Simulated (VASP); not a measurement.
Input of a VASP 6.6.1 run:

Contents of INCAR:

```
SYSTEM = MgO
PREC = Accurate
ENCUT = 520
EDIFF = 1E-7
ISMEAR = 0
SIGMA = 0.02
LREAL = .FALSE.
LASPH = .TRUE.
NELM = 60
ALGO = Normal
ISIF = 2
LWAVE = .FALSE.
LCHARG = .TRUE.
GGA = PE
LELF = .TRUE.
LVHAR = .TRUE.
NBANDS = 16
```

File KPOINTS:

```
Automatic mesh
0
G
  9 9 6
  0 0 0
```

POSCAR

```
MgO
1.0
    3.3694627250      0.0000000000      0.0000000000
   -1.6847313625      2.9180403170      0.0000000000
    0.0000000000      0.0000000000      4.0716138088
Mg O
2 2
Direct
    0.6666666667      0.3333333333      0.7500000000
    0.3333333333      0.6666666667      0.2500000000
    0.6666666667      0.3333333333      0.2500000000
    0.3333333333      0.6666666667      0.7500000000
```

Potentials or basis: VASP PAW PBE potentials, release 64 (Mg, O).

Command:

```bash
$ cat potpaw_PBE.64/Mg/POTCAR potpaw_PBE.64/O/POTCAR > POTCAR
$ mpirun -np 1 vasp_std > vasp.out
```

Question: Estimate the pressure.

Answer: 20.2 GPa.

Question: Estimate the band gap on the k mesh.

Answer: 3.92 eV, direct.

Stress tensor (GPa, compression positive):
```
20.28  0.00  0.00
 0.00 20.28  0.00
 0.00  0.00 20.07
```
